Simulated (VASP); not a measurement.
A run of VASP 6.6.1 is set up as follows.

The input INCAR:

```
PREC = Accurate ; ENCUT = 520
EDIFF = 1E-6 ; ISMEAR = 0
SIGMA = 0.1 ; LREAL = False
LASPH = True ; NELM = 150
ALGO = Normal ; ISIF = 2
LWAVE = False ; LCHARG = False
ISPIN = 2 ; MAGMOM = 0 3 0
LORBIT = 11 ; LMAXMIX = 4
GGA = PE ; NBANDS = 24
```

File KPOINTS:

```
Automatic mesh
0
Gamma
  4 4 4
```

The input POSCAR:

```
CsCrN
1.0
    4.0911391943      0.0000000000      0.0000000000
    0.0000000000      4.0911391943      0.0000000000
    0.0000000000      0.0000000000      7.9023668399
Cs Cr N
1 1 1
Direct
    0.0000000000      0.0000000000      0.0000000000
    0.0000000000      0.0000000000      0.5000000000
    0.5000000000      0.5000000000      0.0000000000
```

Potentials or basis: VASP PAW PBE potentials, release 64 (Cs_sv, Cr_pv, N).

Launch:

```sh
$ cat potpaw_PBE.64/Cs_sv/POTCAR potpaw_PBE.64/Cr_pv/POTCAR potpaw_PBE.64/N/POTCAR > POTCAR
$ mpirun -np 1 vasp_std > vasp.out
```

Estimate the pressure.

-0.7 GPa.

What does it give for the site moments?

Cs -0.04; Cr +4.33; N +0.08 μB.

Estimate the net moment.

5.26 μB per cell.

Stress tensor (GPa, compression positive):
```
-1.20  0.00  0.00
 0.00 -1.20  0.00
 0.00  0.00  0.19
```

Caveat: the k points lie up to 0.38 Å⁻¹ apart; a cell with one magnetic atom can't hold antiferromagnetic order, which such compounds often take.
